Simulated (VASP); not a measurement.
# GaN in VASP: notebook

The runs below take GaN through single point, with LDA.

All numbers are computed with VASP 6.6.1; they aren't measurements. Logs are shortened: lines on timing, memory, paths and dates and some standing lists are left out, and cuts for length are marked.

**1. The cell of the first run**

The structure is cubic, space group F-43m (No. 216). The conventional cell has a = 4.478 Å, b = 4.478 Å, c = 4.478 Å, α = 90.00°, β = 90.00°, γ = 90.00°. Within 2.6 Å of Ga (site symmetry -43m) lie 4 N at 1.94 Å. N (site symmetry -43m) has 4 Ga at 1.94 Å within 2.6 Å.

**2. Single point, LDA, non-collinear spin, zero start, spin-orbit coupling**

INCAR

```
SYSTEM = GaN
PREC = Accurate ; ENCUT = 520
EDIFF = 1E-6 ; ISMEAR = 0
SIGMA = 0.01 ; LREAL = .FALSE.
LASPH = .TRUE. ; NELM = 150
ALGO = Normal ; ISIF = 2
LWAVE = .FALSE. ; LCHARG = .FALSE.
MAGMOM = 0 0 0 0 0 0 ; LORBIT = 11
LSORBIT = .TRUE. ; GGA_COMPAT = .FALSE.
LORBMOM = .TRUE. ; GGA = CA
NBANDS = 30
```

KPOINTS

```
Automatic mesh
0
G
  10 10 10
  0 0 0
```

POSCAR

```
GaN
1.0
    0.0000000000      2.2388430543      2.2388430543
    2.2388430543      0.0000000000      2.2388430543
    2.2388430543      2.2388430543      0.0000000000
Ga N
1 1
Direct
    0.0000000000      0.0000000000      0.0000000000
    0.2500000000      0.2500000000      0.2500000000
```

Potentials or basis: VASP PAW LDA potentials, release 64 (Ga_d, N).

Launch:

```
$ cat potpaw_LDA.64/Ga_d/POTCAR potpaw_LDA.64/N/POTCAR > POTCAR
$ mpirun -np 1 vasp_ncl > vasp.out
```

OUTCAR:

```text
SYSTEM = GaN
   PREC = Accurate
   ENCUT = 520
   EDIFF = 1E-6
   ISMEAR = 0
   LREAL = .FALSE.
   LASPH = .TRUE.
   NELM = 150
   ISIF = 2
   LORBIT = 11
   LSORBIT = .TRUE.
   GGA = CA

 ion  position               nearest neighbor table
   1  0.000  0.000  0.000-   2 1.94   2 1.94   2 1.94   2 1.94
   2  0.250  0.250  0.250-   1 1.94   1 1.94   1 1.94   1 1.94

  LATTYP: Found a face centered cubic cell.
 ALAT       =     4.4776861086

  Lattice vectors:

 A1 = (   0.0000000000,   2.2388430543,   2.2388430543)
 A2 = (   2.2388430543,   0.0000000000,   2.2388430543)
 A3 = (   2.2388430543,   2.2388430543,   0.0000000000)

Analysis of symmetry for initial positions (statically):
=====================================================================
 Subroutine PRICEL returns:
 Original cell was already a primitive cell.

 Routine SETGRP: Setting up the symmetry group for a
 face centered cubic supercell.

 Subroutine GETGRP returns: Found 24 space group operations
 (whereof 24 operations were pure point group operations)
 out of a pool of 48 trial point group operations.

The static configuration has the point symmetry T_d .

Analysis of symmetry for dynamics (positions and initial velocities):
=====================================================================
 Subroutine PRICEL returns:
 Original cell was already a primitive cell.

 Routine SETGRP: Setting up the symmetry group for a
 face centered cubic supercell.

 Subroutine GETGRP returns: Found 24 space group operations
 (whereof 24 operations were pure point group operations)
 out of a pool of 48 trial point group operations.

The dynamic configuration has the point symmetry T_d .

Analysis of structural, dynamic, and magnetic symmetry:
=====================================================================
 Subroutine PRICEL returns:
 Original cell was already a primitive cell.

 Routine SETGRP: Setting up the symmetry group for a
 face centered cubic supercell.

 Subroutine GETGRP returns: Found 24 space group operations
 (whereof 24 operations were pure point group operations)
 out of a pool of 48 trial point group operations.

The overall configuration has the point symmetry T_d .

 Subroutine INISYM returns: Found 24 space group operations
 (whereof 24 operations are pure point group operations),
 and found     1 'primitive' translations

----------------------------------------------------------------------------------------

                                     Primitive cell

  volume of cell :      22.4440

  direct lattice vectors                    reciprocal lattice vectors
     0.000000000  2.238843054  2.238843054    -0.223329634  0.223329634  0.223329634
     2.238843054  0.000000000  2.238843054     0.223329634 -0.223329634  0.223329634
     2.238843054  2.238843054  0.000000000     0.223329634  0.223329634 -0.223329634

  length of vectors
     3.166202211  3.166202211  3.166202211     0.386818273  0.386818273  0.386818273

  position of ions in fractional coordinates (direct lattice)
     0.000000000  0.000000000  0.000000000
     0.250000000  0.250000000  0.250000000

  ion indices of the primitive-cell ions
   primitive index   ion index
                 1           1
                 2           2

----------------------------------------------------------------------------------------

 KPOINTS: Automatic mesh

Automatic generation of k-mesh.
 Grid dimensions read from file:
 generate k-points for:   10   10   10

 Generating k-lattice:

  Cartesian coordinates                     Fractional coordinates (reciprocal lattice)
    -0.022332963  0.022332963  0.022332963     0.100000000  0.000000000  0.000000000
     0.022332963 -0.022332963  0.022332963     0.000000000  0.100000000  0.000000000
     0.022332963  0.022332963 -0.022332963     0.000000000  0.000000000  0.100000000

  Length of vectors
[... 90 lines left out ...]
   NGX = 11   NGY = 11   NGZ = 11

 number of electron      18.0000013 magnetization       0.0000000     -0.0000000      0.0000000

 number of electron      18.0000013 magnetization      -0.0000000     -0.0000000     -0.0000000

 number of electron      18.0000013 magnetization      -0.0000000      0.0000000     -0.0000000

 number of electron      18.0000013 magnetization       0.0000000      0.0000000      0.0000000

 Free energy of the ion-electron system (eV)
  ---------------------------------------------------
  ext. energy  EPLUGINS =         0.00000000
  ---------------------------------------------------
  free energy    TOTEN  =       -13.94884309 eV

  energy without entropy =      -13.94884309  energy(sigma->0) =      -13.94884309

 E-fermi :   5.3361     XC(G=0): -12.2230

 val. band max:        5.2520685340   @ k =   0.0000   0.0000   0.0000
 cond. band min:       7.1235508502   @ k =   0.0000   0.0000   0.0000
 fundamental gap:      1.8714823162
 Fermi energy:         5.3360658699

 k-point     1 :       0.0000    0.0000    0.0000
  band No.  band energies     occupation
      1     -10.7254      1.00000
      2     -10.7254      1.00000
      3      -8.5036      1.00000
      4      -8.5036      1.00000
      5      -8.5036      1.00000
      6      -8.5036      1.00000
[... 781 lines left out ...]
     29      21.6546      0.00000
     30      21.6985      0.00000

 [... further k-points ...]
[... 5 lines left out ...]
  --------------------------------------------------------------------------------------
  -------------------------------------------------------------------------------------
  Total       -0.2649254     -0.2649254     -0.2649254      0.0000000      0.0000000      0.0000000
  in kB      -18.9118162    -18.9118162    -18.9118162      0.0000000      0.0000000      0.0000000
  external PRESSURE =     -18.9118162 kB  Pullay stress =       0.0000000 kB

 VOLUME and BASIS-vectors are now :
 -----------------------------------------------------------------------------
  energy-cutoff  :      520.00
  volume of cell :       22.44
      direct lattice vectors                 reciprocal lattice vectors
     0.000000000  2.238843054  2.238843054    -0.223329634  0.223329634  0.223329634
     2.238843054  0.000000000  2.238843054     0.223329634 -0.223329634  0.223329634
     2.238843054  2.238843054  0.000000000     0.223329634  0.223329634 -0.223329634

 POSITION                                       TOTAL-FORCE (eV/Angst)
 -----------------------------------------------------------------------------------
      0.00000      0.00000      0.00000        -0.000000      0.000000      0.000000
      1.11942      1.11942      1.11942         0.000000     -0.000000     -0.000000
 -----------------------------------------------------------------------------------
    total drift:                                0.000003      0.000003      0.000003

  FREE ENERGIE OF THE ION-ELECTRON SYSTEM (eV)
  ---------------------------------------------------
  free  energy   TOTEN  =       -13.9488430911 eV

  energy  without entropy=      -13.9488430911  energy(sigma->0) =      -13.94884309

 orbital moment (x)

 # of ion     p       d       tot
 ----------------------------------------
  1        -0.000   0.000  -0.000
  2         0.000   0.000   0.000
 ----------------------------------------
           -0.000   0.000  -0.000

 orbital moment (y)

 # of ion     p       d       tot
 ----------------------------------------
  1        -0.000  -0.000  -0.000
  2         0.000   0.000   0.000
 ----------------------------------------
            0.000  -0.000   0.000

 orbital moment (z)

 # of ion     p       d       tot
 ----------------------------------------
  1        -0.000  -0.000  -0.000
  2        -0.000   0.000  -0.000
 ----------------------------------------
           -0.000  -0.000  -0.000

 Spin-Orbit-Coupling matrix elements

 Ion:    1  E_soc:     -0.0113755
 l=   1
     0.0000000    -0.0010532    -0.0010532
    -0.0010532     0.0000000    -0.0010532
    -0.0010532    -0.0010532     0.0000000
 l=   2
     0.0000000    -0.0001762     0.0000000    -0.0001762    -0.0006666
    -0.0001762     0.0000000    -0.0004999    -0.0001762    -0.0001666
     0.0000000    -0.0004999     0.0000000    -0.0004999     0.0000000
    -0.0001762    -0.0001762    -0.0004999     0.0000000    -0.0001666
    -0.0006666    -0.0001666     0.0000000    -0.0001666     0.0000000
 l=   3
     0.0000000     0.0000000     0.0000000     0.0000000     0.0000000     0.0000000     0.0000000
     0.0000000     0.0000000     0.0000000     0.0000000     0.0000000     0.0000000     0.0000000
     0.0000000     0.0000000     0.0000000     0.0000000     0.0000000     0.0000000     0.0000000
     0.0000000     0.0000000     0.0000000     0.0000000     0.0000000     0.0000000     0.0000000
     0.0000000     0.0000000     0.0000000     0.0000000     0.0000000     0.0000000     0.0000000
     0.0000000     0.0000000     0.0000000     0.0000000     0.0000000     0.0000000     0.0000000
     0.0000000     0.0000000     0.0000000     0.0000000     0.0000000     0.0000000     0.0000000

 Ion:    2  E_soc:     -0.0000999
 l=   1
     0.0000000    -0.0000166    -0.0000166
    -0.0000166     0.0000000    -0.0000166
    -0.0000166    -0.0000166     0.0000000
 l=   2
     0.0000000     0.0000000     0.0000000     0.0000000     0.0000000
     0.0000000     0.0000000     0.0000000     0.0000000     0.0000000
     0.0000000     0.0000000     0.0000000     0.0000000     0.0000000
     0.0000000     0.0000000     0.0000000     0.0000000     0.0000000
     0.0000000     0.0000000     0.0000000     0.0000000     0.0000000
 l=   3
     0.0000000     0.0000000     0.0000000     0.0000000     0.0000000     0.0000000     0.0000000
     0.0000000     0.0000000     0.0000000     0.0000000     0.0000000     0.0000000     0.0000000
     0.0000000     0.0000000     0.0000000     0.0000000     0.0000000     0.0000000     0.0000000
     0.0000000     0.0000000     0.0000000     0.0000000     0.0000000     0.0000000     0.0000000
     0.0000000     0.0000000     0.0000000     0.0000000     0.0000000     0.0000000     0.0000000
     0.0000000     0.0000000     0.0000000     0.0000000     0.0000000     0.0000000     0.0000000
     0.0000000     0.0000000     0.0000000     0.0000000     0.0000000     0.0000000     0.0000000

 total charge

# of ion       s       p       d       tot
------------------------------------------
    1        0.802   0.934  10.188  11.924
    2        1.209   2.500   0.000   3.709
--------------------------------------------------
tot          2.012   3.433  10.188  15.633

 magnetization (x)

# of ion       s       p       d       tot
------------------------------------------
    1        0.000   0.000  -0.000   0.000
    2        0.000  -0.000   0.000   0.000
--------------------------------------------------
tot          0.000   0.000  -0.000   0.000

 magnetization (y)

# of ion       s       p       d       tot
------------------------------------------
    1        0.000   0.000   0.000   0.000
    2        0.000   0.000   0.000   0.000
--------------------------------------------------
tot          0.000   0.000   0.000   0.000

 magnetization (z)

# of ion       s       p       d       tot
------------------------------------------
    1       -0.000  -0.000  -0.000  -0.000
    2       -0.000   0.000   0.000   0.000
--------------------------------------------------
tot         -0.000   0.000  -0.000  -0.000
```

It took 61 s on 1 thread of Intel Xeon 6975P-C (Granite Rapids), shared host; peak memory 0.22 GiB.

What came out:

```yaml
Free_energy: -13.9488 eV
Pressure: -1.9 GPa
Net_moment: 0.00 μB per cell
Valence_electrons_inside_the_program's_atomic_spheres: Ga 11.92; N 3.71
```

Moments on the atoms (μB; x, y, z):
```
Ga  0.00 0.00 0.00
N   0.00 0.00 0.00
```

**3. Single point, LDA, non-collinear spin, zero start, spin-orbit coupling (z stretched by -0.5 %, x and y held)**

INCAR

```
ALGO = Normal
EDIFF = 1E-7
ENCUT = 520
GGA = CA
GGA_COMPAT = F
ISIF = 2
ISMEAR = 0
LASPH = T
LCHARG = F
LORBIT = 11
LORBMOM = T
LREAL = F
LSORBIT = T
LWAVE = F
MAGMOM = 0 0 0 0 0 0
NBANDS = 30
NELM = 150
PREC = Accurate
SIGMA = 0.01
```

KPOINTS

```
k-points
0
Gamma
  10 10 10
```

POSCAR

```
GaN
1.0
    0.0000000000      2.2277045316      2.2165660090
    2.2277045316      0.0000000000      2.2165660090
    2.2277045316      2.2277045316      0.0000000000
Ga N
1 1
Direct
    0.0000000000      0.0000000000      0.0000000000
    0.2500000000      0.2500000000      0.2500000000
```

Potentials or basis: VASP PAW LDA potentials, release 64 (Ga_d, N).

Launch:

```
$ cat potpaw_LDA.64/Ga_d/POTCAR potpaw_LDA.64/N/POTCAR > POTCAR
$ mpirun -np 1 vasp_ncl > vasp.out
```

Wall time 1.8 min (1 thread of Intel Xeon 6975P-C (Granite Rapids), shared host); peak memory 0.27 GiB.

It converged, with:

* Free energy: -13.9482 eV
* Pressure: 2.1 GPa
* Net moment: 0.00 μB per cell
* Valence electrons inside the program's atomic spheres: Ga 11.97; N 3.73

Stress tensor (GPa, compression positive):
```
1.92 0.00 0.00
0.00 1.92 0.00
0.00 0.00 2.56
```

Moments on the atoms (μB; x, y, z):
```
Ga  0.00 0.00 0.00
N   0.00 0.00 0.00
```

Caveat: the cell differs from its parent crystal (z stretched by -0.5 %, x and y held).
